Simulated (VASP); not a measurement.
## SnO: single point with r2SCAN+D3(BJ)

SnO:

```xyz
4
Lattice="3.7622 0.0000 0.0000 0.0000 3.7622 0.0000 0.0000 0.0000 4.8209" Properties=species:S:1:pos:R:3 pbc="T T T"
Sn    1.8811    0.0000    3.6862
Sn    0.0000    1.8811    1.1347
O     0.0000    0.0000    0.0000
O     1.8811    1.8811    0.0000
```

- Program: VASP 6.6.1
- Task: single point
- Functional: r2SCAN
- Dispersion: D3(BJ)
- Potentials or basis: VASP PAW PBE potentials, release 64 (Sn_d, O)
- Cutoff: 520 eV
- k mesh: 7 × 7 × 6
- Occupations: fermi-dirac, width 0.05 eV
- Spin: no spin polarisation

```yaml
Pressure: 3.4 GPa
Largest_force: 0.635 eV/Å
Band_gap_on_the_k_mesh: 0.33 eV (least direct gap 2.34 eV)
Dispersion_energy_per_atom: -0.114 eV
```

Forces in eV/Å, atoms in the order of the input:
```
Sn   0.000  0.000 -0.635
Sn   0.000  0.000  0.635
O    0.000  0.000  0.000
O    0.000  0.000  0.000
```

Stress tensor (GPa, compression positive):
```
3.76 0.00 0.00
0.00 3.76 0.00
0.00 0.00 2.71
```

Levels at points of the mesh, in eV from the valence-band top:
| k point | band 17 | band 18 | band 19 | band 20 | band 21 | band 22 | band 23 | band 24 |
| --- | --- | --- | --- | --- | --- | --- | --- | --- |
| (0.00, 0.00, 0.00) | -4.19 | -3.88 | -3.88 | 0.00 | 2.42 | 4.45 | 4.91 | 4.91 |
| (0.00, 0.00, 0.50) | -3.90 | -3.90 | -3.08 | -2.77 | 1.90 | 3.09 | 3.09 | 3.83 |

Run time: 3.7 min on 1 thread of Intel(R) Xeon(R) Platinum 8259CL CPU @ 2.50GHz (Skylake/Cascade Lake) (shared host), peak memory 0.21 GiB.

Caveat: the cell stands under pressure; the PAW data sets were made with another functional, which shifts forces and pressure a little; spin-orbit coupling is left out, which moves the levels of the heavy elements; an odd mesh through Γ misses points on the zone boundary, where band edges can lie.
